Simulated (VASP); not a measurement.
**Si: single point with r2SCAN**

Si:

```
Si
1.0
     0.00000    2.72212    2.72212
     2.72212    0.00000    2.72212
     2.72212    2.72212    0.00000
Si
2
Direct
  0.00000 0.00000 0.00000
  0.25000 0.25000 0.25000
```

* Program: VASP 6.6.1
* Task: single point
* Functional: r2SCAN
* Potentials or basis: VASP PAW PBE potentials, release 64 (Si)
* Cutoff: 520 eV
* k mesh: 6 × 6 × 6
* Occupations: fermi-dirac, width 0.2 eV
* Spin: no spin polarisation

```json
{
  "Pressure": "-0.2 GPa",
  "Band gap on the k mesh": "0.93 eV (least direct gap 2.75 eV)"
}
```

Levels at points of the mesh, in eV from the valence-band top:
| k point | band 1 | band 2 | band 3 | band 4 | band 5 | band 6 | band 7 | band 8 | band 9 |
| --- | --- | --- | --- | --- | --- | --- | --- | --- | --- |
| (0.00, 0.00, 0.00) | -12.47 | 0.00 | 0.00 | 0.00 | 2.75 | 2.75 | 2.75 | 3.90 | 8.12 |
| (0.50, 0.00, 0.00) | -10.04 | -7.23 | -1.27 | -1.27 | 1.86 | 3.59 | 3.59 | 8.33 | 11.14 |
| (0.50, 0.50, 0.00) | -8.13 | -8.13 | -2.99 | -2.99 | 0.93 | 0.93 | 10.81 | 10.81 | 11.59 |

It took 24 s on 1 thread of AMD EPYC 7R13 Processor (Zen 3), on a shared host, peak memory 0.13 GiB.

Caveat: the PAW data sets were made with another functional, which shifts forces and pressure a little. A k mesh can miss the band edges.
